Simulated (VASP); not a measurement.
# Al2Cu (Cmcm) in VASP: single point with PBE

Aim: the single point of Al2Cu with PBE.

Program: VASP 6.6.1. These are calculated values, not measurements. Logs are shortened: lines on timing, memory, paths and dates and some standing lists are left out, and cuts for length are marked.

## (1) The cell of the first run

Symmetry: Cmcm, No. 63, orthorhombic system. Conventional cell: a = 2.850 Å, b = 13.479 Å, c = 4.623 Å, α = 90.00°, β = 90.00°, γ = 90.00°. Within 3.4 Å of Al (site symmetry m2m) lie 4 Cu at 2.59 to 2.78 Å and 8 Al at 2.74 to 2.85 Å. Al (site symmetry m2m) has 6 Cu at 2.65 to 2.83 Å and 6 Al at 2.73 to 2.85 Å within 3.5 Å. Cu (site symmetry m2m) has 10 Al at 2.59 to 2.83 Å and 2 Cu at 2.85 Å within 3.4 Å.

## (2) Single point, PBE

Input file INCAR:

```
SYSTEM = Al2Cu
PREC = Accurate
ENCUT = 520
EDIFF = 1E-6
ISMEAR = 0
SIGMA = 0.1
LREAL = .False.
LASPH = .True.
NELM = 100
ALGO = Fast
ISIF = 2
LWAVE = .False.
LCHARG = .False.
GGA = PE
NBANDS = 26
```

Input file KPOINTS:

```
Automatic mesh
0
Gamma
  14 14 8
  0 0 0
```

Input file POSCAR:

```
Al2Cu
1.0
    1.4249758741     -6.7396115000      0.0000000000
    1.4249758741      6.7396115000      0.0000000000
    0.0000000000      0.0000000000      4.6233885806
Al Cu
4 2
Direct
    0.2730932939      0.7269067061      0.7500000000
    0.9463631878      0.0536368122      0.7500000000
    0.7269067061      0.2730932939      0.2500000000
    0.0536368122      0.9463631878      0.2500000000
    0.6125151906      0.3874848094      0.7500000000
    0.3874848094      0.6125151906      0.2500000000
```

Potentials or basis: VASP PAW PBE potentials, release 64 (Al, Cu).

On the command line:

```bash
cat potpaw_PBE.64/Al/POTCAR potpaw_PBE.64/Cu/POTCAR > POTCAR
mpirun -np 1 vasp_std > vasp.out
```

OUTCAR:

```text
SYSTEM = Al2Cu
   PREC = Accurate
   ENCUT = 520
   EDIFF = 1E-6
   ISMEAR = 0
   LREAL = .False.
   LASPH = .True.
   NELM = 100
   ISIF = 2
   GGA = PE

 ion  position               nearest neighbor table
   1  0.273  0.727  0.750-   5 2.59   5 2.59   2 2.74   2 2.74   6 2.78   6 2.78   3 2.79   3 2.79
                             3 2.79   3 2.79
   2  0.946  0.054  0.750-   5 2.65   5 2.65   4 2.73   4 2.73   1 2.74   1 2.74   6 2.83   6 2.83
                             6 2.83   6 2.83
   3  0.727  0.273  0.250-   6 2.59   6 2.59   4 2.74   4 2.74   5 2.78   5 2.78   1 2.79   1 2.79
                             1 2.79   1 2.79
   4  0.054  0.946  0.250-   6 2.65   6 2.65   2 2.73   2 2.73   3 2.74   3 2.74   5 2.83   5 2.83
                             5 2.83   5 2.83
   5  0.613  0.387  0.750-   1 2.59   1 2.59   2 2.65   2 2.65   3 2.78   3 2.78   4 2.83   4 2.83
                             4 2.83   4 2.83
   6  0.387  0.613  0.250-   3 2.59   3 2.59   4 2.65   4 2.65   1 2.78   1 2.78   2 2.83   2 2.83
                             2 2.83   2 2.83

  LATTYP: Found a base centered orthorhombic cell.
 ALAT       =     2.8499517482
 B/A-ratio  =     4.7296320047
 C/A-ratio  =     1.6222690730

  Lattice vectors:

 A1 = (   1.4249758741,  -6.7396115000,   0.0000000000)
 A2 = (   1.4249758741,   6.7396115000,   0.0000000000)
 A3 = (   0.0000000000,   0.0000000000,   4.6233885806)

Analysis of symmetry for initial positions (statically):
=====================================================================
 Subroutine PRICEL returns:
 Original cell was already a primitive cell.

 Routine SETGRP: Setting up the symmetry group for a
 base centered orthorhombic supercell.

 Subroutine GETGRP returns: Found  8 space group operations
 (whereof  4 operations were pure point group operations)
 out of a pool of  8 trial point group operations.

The static configuration has the point symmetry C_2h.
 The point group associated with its full space group is D_2h.

Analysis of symmetry for dynamics (positions and initial velocities):
=====================================================================
 Subroutine PRICEL returns:
 Original cell was already a primitive cell.

 Routine SETGRP: Setting up the symmetry group for a
 base centered orthorhombic supercell.

 Subroutine GETGRP returns: Found  8 space group operations
 (whereof  4 operations were pure point group operations)
 out of a pool of  8 trial point group operations.

The dynamic configuration has the point symmetry C_2h.
 The point group associated with its full space group is D_2h.

 Subroutine INISYM returns: Found  8 space group operations
 (whereof  4 operations are pure point group operations),
 and found     1 'primitive' translations

----------------------------------------------------------------------------------------

                                     Primitive cell

  volume of cell :      88.8040

  direct lattice vectors                    reciprocal lattice vectors
     1.424975874 -6.739611500  0.000000000     0.350883134 -0.074188253  0.000000000
     1.424975874  6.739611500  0.000000000     0.350883134  0.074188253  0.000000000
     0.000000000  0.000000000  4.623388581     0.000000000  0.000000000  0.216291575

  length of vectors
     6.888607944  6.888607944  4.623388581     0.358640308  0.358640308  0.216291575

  position of ions in fractional coordinates (direct lattice)
     0.273093294  0.726906706  0.750000000
     0.946363188  0.053636812  0.750000000
     0.726906706  0.273093294  0.250000000
     0.053636812  0.946363188  0.250000000
     0.612515191  0.387484809  0.750000000
     0.387484809  0.612515191  0.250000000

  ion indices of the primitive-cell ions
   primitive index   ion index
                 1           1
                 2           2
                 3           3
                 4           4
                 5           5
                 6           6

----------------------------------------------------------------------------------------

 KPOINTS: Automatic mesh

Automatic generation of k-mesh.
 Grid dimensions read from file:
 generate k-points for:   14   14    8

 Generating k-lattice:

  Cartesian coordinates                     Fractional coordinates (reciprocal lattice)
     0.025063081 -0.005299161  0.000000000     0.071428571 -0.000000000  0.000000000
     0.025063081  0.005299161  0.000000000    -0.000000000  0.071428571  0.000000000
     0.000000000  0.000000000  0.027036447     0.000000000  0.000000000  0.125000000

  Length of vectors
     0.025617165  0.025617165  0.027036447

  Shift w.r.t. Gamma in fractional coordinates (k-lattice)
     0.000000000  0.000000000  0.000000000

 Subroutine IBZKPT returns following result:
 ===========================================

 Found    285 irreducible k-points:

 Following reciprocal coordinates:
            Coordinates               Weight
  0.000000  0.000000  0.000000      1.000000
  0.071429  0.000000  0.000000      4.000000
  0.142857  0.000000  0.000000      4.000000
  0.214286  0.000000  0.000000      4.000000
  0.285714  0.000000  0.000000      4.000000
  0.357143  0.000000  0.000000      4.000000
[... 16 lines left out ...]
  0.214286  0.142857  0.000000      4.000000
  0.285714  0.142857  0.000000      4.000000
 [... further k-points ...]
   k-points           NKPTS =    285   k-points in BZ     NKDIM =    285   number of bands    NBANDS=     26
   number of dos      NEDOS =    301   number of ions     NIONS =      6
   total plane-waves  NPLWV = 104976
   dimension x,y,z NGX =    54 NGY =   54 NGZ =   36
   dimension x,y,z NGXF=   108 NGYF=  108 NGZF=   72
   ions per type =               4   2
   NGX,Y,Z   is equivalent  to a cutoff of  13.03, 13.03, 12.94 a.u.
   NGXF,Y,Z  is equivalent  to a cutoff of  26.06, 26.06, 25.89 a.u.
 SYSTEM =  Al2Cu
   PREC   = accura    normal or accurate (medium, high low for compatibility)
   ISTART =      0    job   : 0-new  1-cont  2-samecut
   ICHARG =      2    charge: 1-file 2-atom 10-const
   ISPIN  =      1    spin polarized calculation?
   LNONCOLLINEAR =      F non collinear calculations
   LSORBIT =      F    spin-orbit coupling
   LASPH  =      T    aspherical Exc in radial PAW
   ENCUT  =  520.0 eV  38.22 Ry    6.18 a.u.  12.81 12.81  8.60*2*pi/ulx,y,z
   NELM   =    100;   NELMIN=  2; NELMDL= -5     # of ELM steps
   EDIFF  = 0.1E-05   stopping-criterion for ELM
   LREAL  =      F    real-space projection
[... 7 lines left out ...]
   TEBEG  =    0.0;   TEEND  =   0.0 temperature during run
   PSTRESS=    0.0 pullay stress
   NELECT =      34.0000    total number of electrons
   NUPDOWN=      -1.0000    fix difference up-down
   EMIN   =  10.00;   EMAX   =-10.00  energy-range for DOS
   EFERMI =   0.00;   METHOD = LEGACY
   ISMEAR =     0;   SIGMA  =   0.10  broadening in eV -4-tet -1-fermi 0-gaus
   EFERMI_NEDOS =   21; number of points for ismear=-14 and -15
   IALGO  =     68    algorithm
   IMIX   =      4    mixing-type and parameters
     AMIX     =   0.40;   BMIX     =  1.00
     AMIX_MAG =   1.60;   BMIX_MAG =  1.00
  volume/ion in A,a.u.               =      14.80        99.88
  Fermi-wavevector in a.u.,A,eV,Ry     =   1.188749  2.246410 19.226726  1.413125
  Thomas-Fermi vector in A             =   2.324872
   LORBIT       =      0    0 simple, 1 ext, 2 COOP (PROOUT), +10 PAW based schemes
   GGA     = PE    functional components
   LHFCALC =     F    Hartree Fock is set to
   AEXX    =    0.0000 exact exchange contribution
   IVDW    =     0    specifies the selected vdW correction
   LEPSILON=     F    determine dielectric tensor
   LRPA    =     F    only Hartree local field effects (RPA)
 non-spin polarized calculation
 RMM-DIIS sequential band-by-band and
 Gauss-broadening in eV      SIGMA  =   0.10
  energy-cutoff  :      520.00
  volume of cell :       88.80
 maximum number of plane-waves:      2416
 NGX is ok and might be reduce to    54
   NGX = 25   NGY = 25   NGZ = 17

 number of electron      33.9999982 magnetization

 Free energy of the ion-electron system (eV)
  ---------------------------------------------------
  ext. energy  EPLUGINS =         0.00000000
  ---------------------------------------------------
  free energy    TOTEN  =       -22.64545096 eV

  energy without entropy =      -22.63625445  energy(sigma->0) =      -22.64085270

 E-fermi :   8.2599     XC(G=0): -10.9038

 val. band max:        8.2568098103   @ k =  -0.4286   0.1429   0.3750
 cond. band min:       8.2602335206   @ k =   0.5000   0.5000   0.3750
 fundamental gap:      0.0034237103
 Fermi energy:         8.2599100164

 k-point     1 :       0.0000    0.0000    0.0000
  band No.  band energies     occupation
      1      -2.8308      2.00000
      2       0.1581      2.00000
      3       0.5637      2.00000
      4       3.1587      2.00000
      5       3.6118      2.00000
      6       3.9530      2.00000
[... 18 lines left out ...]
     25      16.2492      0.00000
     26      16.3214      0.00000

 k-point     2 :       0.0714    0.0000    0.0000
  band No.  band energies     occupation
      1      -2.7329      2.00000
      2       0.1539      2.00000
      3       0.7423      2.00000
      4       3.2400      2.00000
      5       3.6505      2.00000
      6       3.9869      2.00000
[... 18 lines left out ...]
     25      16.4646      0.00000
     26      17.3223      0.00000

 k-point     3 :       0.1429    0.0000    0.0000
  band No.  band energies     occupation
      1      -2.4400      2.00000
      2       0.2407      2.00000
      3       1.1717      2.00000
      4       3.4735      2.00000
      5       3.7583      2.00000
      6       4.0136      2.00000
[... 572 lines left out ...]
 k-point    23 :       0.2143    0.1429    0.0000
  band No.  band energies     occupation
      1      -0.5260      2.00000
      2       1.9340      2.00000
      3       2.6811      2.00000
      4       3.8338      2.00000
      5       3.9668      2.00000
      6       4.1273      2.00000
[... 18 lines left out ...]
     25      12.4996      0.00000
     26      12.9346      0.00000

 k-point    24 :       0.2857    0.1429    0.0000
  band No.  band energies     occupation
      1       0.4607      2.00000
      2       2.4431      2.00000
      3       3.0678      2.00000
      4       3.3443      2.00000
      5       3.6296      2.00000
      6       3.9572      2.00000
[... 18 lines left out ...]
     25      11.7289      0.00000
     26      12.0062      0.00000

 [... further k-points ...]

------------------------ aborting loop because EDIFF is reached ----------------------------------------

  FORCE on cell =-STRESS in cart. coord.  units (eV):
  Direction    XX          YY          ZZ          XY          YZ          ZX
  --------------------------------------------------------------------------------------
  -------------------------------------------------------------------------------------
  Total        0.0706366      0.1364479      0.0715145      0.0000000      0.0000000      0.0000000
  in kB        1.2744052      2.4617533      1.2902433      0.0000000      0.0000000      0.0000000
  external PRESSURE =       1.6754673 kB  Pullay stress =       0.0000000 kB

 VOLUME and BASIS-vectors are now :
 -----------------------------------------------------------------------------
  energy-cutoff  :      520.00
  volume of cell :       88.80
      direct lattice vectors                 reciprocal lattice vectors
     1.424975874 -6.739611500  0.000000000     0.350883134 -0.074188253  0.000000000
     1.424975874  6.739611500  0.000000000     0.350883134  0.074188253  0.000000000
     0.000000000  0.000000000  4.623388581     0.000000000  0.000000000  0.216291575

 POSITION                                       TOTAL-FORCE (eV/Angst)
 -----------------------------------------------------------------------------------
      1.42498      3.05853      3.46754         0.000000     -0.008021      0.000000
      1.42498     -6.01663      3.46754         0.000000      0.003393      0.000000
      1.42498     -3.05853      1.15585         0.000000      0.008021      0.000000
      1.42498      6.01663      1.15585         0.000000     -0.003393      0.000000
      1.42498     -1.51662      3.46754         0.000000      0.007524     -0.000000
      1.42498      1.51662      1.15585         0.000000     -0.007524      0.000000
 -----------------------------------------------------------------------------------
    total drift:                                0.000000     -0.000000     -0.000000

  FREE ENERGIE OF THE ION-ELECTRON SYSTEM (eV)
  ---------------------------------------------------
  free  energy   TOTEN  =       -22.6454509571 eV

  energy  without entropy=      -22.6362544482  energy(sigma->0) =      -22.64085270
```

Run time: 47 min. Hardware: 1 thread of Intel Xeon 8259CL, shared host; peak memory 0.72 GiB.

What came out:

| Property | Result |
| --- | --- |
| Free energy | -22.6455 eV |
| Pressure | 0.2 GPa |
| Largest force | 0.008 eV/Å |
| Band gap on the k mesh | zero (bands 17 and 18 overlap by 5.02 eV) |

Forces in eV/Å, atoms in the order of the input:
```
Al   0.000 -0.008  0.000
Al   0.000  0.003  0.000
Al   0.000  0.008  0.000
Al   0.000 -0.003  0.000
Cu   0.000  0.008  0.000
Cu   0.000 -0.008  0.000
```

Levels at points of the mesh, in eV from the Fermi level:
```csv
k point,band 14,band 15,band 16,band 17,band 18,band 19,band 20,band 21
"(0.00, 0.00, 0.00)",-3.23,-2.05,-0.97,-0.57,-0.17,-0.17,1.92,3.53
"(0.50, 0.00, 0.00)",-2.44,-1.39,-0.70,0.45,0.74,0.96,1.63,1.79
"(0.50, 0.50, 0.00)",-2.76,-2.63,-2.30,-2.06,-1.49,2.76,2.86,3.89
"(0.00, 0.00, 0.50)",-3.25,-3.22,-3.22,3.36,3.36,3.85,3.85,4.94
"(0.50, 0.00, 0.50)",-3.11,-2.51,-2.51,-1.03,-1.03,0.65,0.65,0.97
"(0.50, 0.50, 0.50)",-3.26,-2.51,-2.51,-0.24,-0.24,4.66,4.66,5.73
```
